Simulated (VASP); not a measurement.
# RbCaBr3 (Pm-3m) in VASP: single point with LDA

Aim: the single point of RbCaBr3 with LDA.

All numbers are computed with VASP 6.6.1; they aren't measurements. Logs are shortened: lines on timing, memory, paths and dates and some standing lists are left out, and cuts for length are marked.

## (1) The cell of the first run

Symmetry: Pm-3m, No. 221, cubic system. Conventional cell: a = 5.737 Å, b = 5.737 Å, c = 5.737 Å, α = 90.00°, β = 90.00°, γ = 90.00°. Within 5.3 Å of Rb (site symmetry m-3m) lie 12 Br at 4.06 Å and 8 Ca at 4.97 Å. Ca (site symmetry m-3m) has 6 Br at 2.87 Å within 3.8 Å. Br (site symmetry 4/mmm) has 2 Ca at 2.87 Å within 3.8 Å.

## (2) Single point, LDA

File INCAR:

```
SYSTEM = RbCaBr3
  PREC = Accurate
  ENCUT = 520
  EDIFF = 1E-6
  ISMEAR = 0
  SIGMA = 0.05
  LREAL = .FALSE.
  LASPH = .TRUE.
  NELM = 100
  ALGO = Normal
  ISIF = 2
  LWAVE = .FALSE.
  LCHARG = .TRUE.
  GGA = CA
  LELF = .TRUE.
  LVHAR = .TRUE.
  NBANDS = 28
```

File KPOINTS:

```
regular mesh
0
G
  4 4 4
  0 0 0
```

File POSCAR:

```
RbCaBr3
1.0
    5.7366900000      0.0000000000      0.0000000000
    0.0000000000      5.7366900000      0.0000000000
    0.0000000000      0.0000000000      5.7366900000
Rb Ca Br
1 1 3
Direct
    0.5000000000      0.5000000000      0.5000000000
    0.0000000000      0.0000000000      0.0000000000
    0.5000000000      0.0000000000      0.0000000000
    0.0000000000      0.5000000000      0.0000000000
    0.0000000000      0.0000000000      0.5000000000
```

Potentials or basis: VASP PAW LDA potentials, release 64 (Rb_sv, Ca_sv, Br).

Started as:

```bash
> cat potpaw_LDA.64/Rb_sv/POTCAR potpaw_LDA.64/Ca_sv/POTCAR potpaw_LDA.64/Br/POTCAR > POTCAR
> mpirun -np 1 vasp_std > vasp.out
```

OUTCAR:

```text
SYSTEM = RbCaBr3
   PREC = Accurate
   ENCUT = 520
   EDIFF = 1E-6
   ISMEAR = 0
   LREAL = .FALSE.
   LASPH = .TRUE.
   NELM = 100
   ISIF = 2
   GGA = CA

 ion  position               nearest neighbor table
   1  0.500  0.500  0.500-   3 4.06   4 4.06   5 4.06   3 4.06   4 4.06   3 4.06   5 4.06   3 4.06
                             4 4.06   5 4.06   4 4.06   5 4.06
   2  0.000  0.000  0.000-   3 2.87   4 2.87   5 2.87   5 2.87   4 2.87   3 2.87
   3  0.500  0.000  0.000-   2 2.87   2 2.87   1 4.06   1 4.06   1 4.06   1 4.06
   4  0.000  0.500  0.000-   2 2.87   2 2.87   1 4.06   1 4.06   1 4.06   1 4.06
   5  0.000  0.000  0.500-   2 2.87   2 2.87   1 4.06   1 4.06   1 4.06   1 4.06

  LATTYP: Found a simple cubic cell.
 ALAT       =     5.7366900000

  Lattice vectors:

 A1 = (   5.7366900000,   0.0000000000,   0.0000000000)
 A2 = (   0.0000000000,   5.7366900000,   0.0000000000)
 A3 = (   0.0000000000,   0.0000000000,   5.7366900000)

Analysis of symmetry for initial positions (statically):
=====================================================================
 Subroutine PRICEL returns:
 Original cell was already a primitive cell.

 Routine SETGRP: Setting up the symmetry group for a
 simple cubic supercell.

 Subroutine GETGRP returns: Found 48 space group operations
 (whereof 48 operations were pure point group operations)
 out of a pool of 48 trial point group operations.

The static configuration has the point symmetry O_h .

Analysis of symmetry for dynamics (positions and initial velocities):
=====================================================================
 Subroutine PRICEL returns:
 Original cell was already a primitive cell.

 Routine SETGRP: Setting up the symmetry group for a
 simple cubic supercell.

 Subroutine GETGRP returns: Found 48 space group operations
 (whereof 48 operations were pure point group operations)
 out of a pool of 48 trial point group operations.

The dynamic configuration has the point symmetry O_h .

 Subroutine INISYM returns: Found 48 space group operations
 (whereof 48 operations are pure point group operations),
 and found     1 'primitive' translations

----------------------------------------------------------------------------------------

                                     Primitive cell

  volume of cell :     188.7922

  direct lattice vectors                    reciprocal lattice vectors
[... 78 lines left out ...]
   EDIFF  = 0.1E-05   stopping-criterion for ELM
   LREAL  =      F    real-space projection
   EDIFFG = 0.1E-04   stopping-criterion for IOM
   NSW    =      0    number of steps for IOM
   IBRION =     -1    ionic relax: 0-MD 1-quasi-New 2-CG
   NFREE  =      0    steps in history (QN), initial steepest desc. (CG)
   ISIF   =      2    stress and relaxation
   ISYM   =      2    0-nonsym 1-usesym 2-fastsym
   POTIM  = 0.5000    time-step for ionic-motion
   TEBEG  =    0.0;   TEEND  =   0.0 temperature during run
   PSTRESS=    0.0 pullay stress
   NELECT =      40.0000    total number of electrons
   NUPDOWN=      -1.0000    fix difference up-down
   EMIN   =  10.00;   EMAX   =-10.00  energy-range for DOS
   EFERMI =   0.00;   METHOD = LEGACY
   ISMEAR =     0;   SIGMA  =   0.05  broadening in eV -4-tet -1-fermi 0-gaus
   EFERMI_NEDOS =   21; number of points for ismear=-14 and -15
   IALGO  =     38    algorithm
   IMIX   =      4    mixing-type and parameters
     AMIX     =   0.40;   BMIX     =  1.00
     AMIX_MAG =   1.60;   BMIX_MAG =  1.00
  volume/ion in A,a.u.               =      37.76       254.81
  Fermi-wavevector in a.u.,A,eV,Ry     =   0.975963  1.844303 12.959606  0.952504
  Thomas-Fermi vector in A             =   2.106544
   LORBIT       =      0    0 simple, 1 ext, 2 COOP (PROOUT), +10 PAW based schemes
   GGA     = CA    functional components
   LHFCALC =     F    Hartree Fock is set to
   AEXX    =    0.0000 exact exchange contribution
   IVDW    =     0    specifies the selected vdW correction
   LEPSILON=     F    determine dielectric tensor
   LRPA    =     F    only Hartree local field effects (RPA)
 non-spin polarized calculation
 Gauss-broadening in eV      SIGMA  =   0.05
  energy-cutoff  :      520.00
  volume of cell :      188.79
 maximum number of plane-waves:      5112
 NGX is ok and might be reduce to    48
   NGX = 21   NGY = 21   NGZ = 21

 number of electron      39.9999996 magnetization

 Free energy of the ion-electron system (eV)
  ---------------------------------------------------
  ext. energy  EPLUGINS =         0.00000000
  ---------------------------------------------------
  free energy    TOTEN  =       -19.17029305 eV

  energy without entropy =      -19.17029305  energy(sigma->0) =      -19.17029305

 E-fermi :  -0.9094     XC(G=0):  -7.8932

 val. band max:       -1.1469512206   @ k =   0.5000   0.5000   0.5000
 cond. band min:       2.5385803588   @ k =   0.0000   0.0000   0.0000
 fundamental gap:      3.6855315794
 Fermi energy:        -0.9094067704

 k-point     1 :       0.0000    0.0000    0.0000
  band No.  band energies     occupation
      1     -39.7283      2.00000
      2     -26.3397      2.00000
      3     -21.0616      2.00000
      4     -21.0616      2.00000
      5     -21.0616      2.00000
      6     -14.1865      2.00000
[... 299 lines left out ...]
     27       5.1462      0.00000
     28       6.9899      0.00000

------------------------ aborting loop because EDIFF is reached ----------------------------------------

  FORCE on cell =-STRESS in cart. coord.  units (eV):
  Direction    XX          YY          ZZ          XY          YZ          ZX
  --------------------------------------------------------------------------------------
  -------------------------------------------------------------------------------------
  Total       -2.8119169     -2.8119169     -2.8119169      0.0000000      0.0000000      0.0000000
  in kB      -23.8632133    -23.8632133    -23.8632133      0.0000000      0.0000000      0.0000000
  external PRESSURE =     -23.8632133 kB  Pullay stress =       0.0000000 kB

 VOLUME and BASIS-vectors are now :
 -----------------------------------------------------------------------------
  energy-cutoff  :      520.00
  volume of cell :      188.79
      direct lattice vectors                 reciprocal lattice vectors
     5.736690000  0.000000000  0.000000000     0.174316548  0.000000000  0.000000000
     0.000000000  5.736690000  0.000000000     0.000000000  0.174316548  0.000000000
     0.000000000  0.000000000  5.736690000     0.000000000  0.000000000  0.174316548

 POSITION                                       TOTAL-FORCE (eV/Angst)
 -----------------------------------------------------------------------------------
      2.86835      2.86835      2.86835         0.000000      0.000000      0.000000
      0.00000      0.00000      0.00000         0.000000      0.000000      0.000000
      2.86835      0.00000      0.00000         0.000000      0.000000      0.000000
      0.00000      2.86835      0.00000         0.000000      0.000000      0.000000
      0.00000      0.00000      2.86835         0.000000      0.000000      0.000000
 -----------------------------------------------------------------------------------
    total drift:                                0.000000     -0.000000      0.000000

  FREE ENERGIE OF THE ION-ELECTRON SYSTEM (eV)
  ---------------------------------------------------
  free  energy   TOTEN  =       -19.1702930460 eV

  energy  without entropy=      -19.1702930460  energy(sigma->0) =      -19.17029305
```

OSZICAR:

```text
N       E                     dE             d eps       ncg     rms          rms(c)
DAV:   1     0.304695190595E+03    0.30470E+03   -0.17275E+04   560   0.123E+03
DAV:   2     0.593290092213E+01   -0.29876E+03   -0.29179E+03   700   0.271E+02
DAV:   3    -0.185967098491E+02   -0.24530E+02   -0.24449E+02   768   0.771E+01
DAV:   4    -0.195842127077E+02   -0.98750E+00   -0.98544E+00   944   0.131E+01
DAV:   5    -0.196100326775E+02   -0.25820E-01   -0.25818E-01   808   0.169E+00    0.460E+00
DAV:   6    -0.192786317566E+02    0.33140E+00   -0.51611E-01   636   0.257E+00    0.279E+00
DAV:   7    -0.191807788631E+02    0.97853E-01   -0.30134E-01   748   0.215E+00    0.857E-01
DAV:   8    -0.191710500980E+02    0.97288E-02   -0.32133E-02   812   0.796E-01    0.165E-01
DAV:   9    -0.191704196729E+02    0.63043E-03   -0.18787E-03   816   0.242E-01    0.769E-02
DAV:  10    -0.191703038476E+02    0.11583E-03   -0.38476E-04   884   0.900E-02    0.275E-02
DAV:  11    -0.191702921591E+02    0.11689E-04   -0.66512E-05   800   0.434E-02    0.812E-03
DAV:  12    -0.191702930460E+02   -0.88699E-06   -0.54898E-06   892   0.939E-03
   1 F= -.19170293E+02 E0= -.19170293E+02  d E =-.333251E-12
```

stdout:

```text
POSCAR found type information on POSCAR RbCaBr
 POSCAR found :  3 types and       5 ions
 scaLAPACK will be used
 LDA part: xc-table for (Slater(with rela. corr.)+CA(PZ))
 , standard interpolation
 POSCAR, INCAR and KPOINTS ok, starting setup
 FFT: planning ... GRIDC
 FFT: planning ... GRID_SOFT
 FFT: planning ... GRID
 WAVECAR not read
 entering main loop
```

It took 1.9 min on 1 thread of AMD EPYC 7R13, shared host; peak memory 0.25 GiB.

Results:

```yaml
Free_energy: -19.1703 eV
Pressure: -2.4 GPa
Band_gap_on_the_k_mesh: 3.69 eV (least direct gap 3.98 eV)
```

A k mesh can miss the band edges.
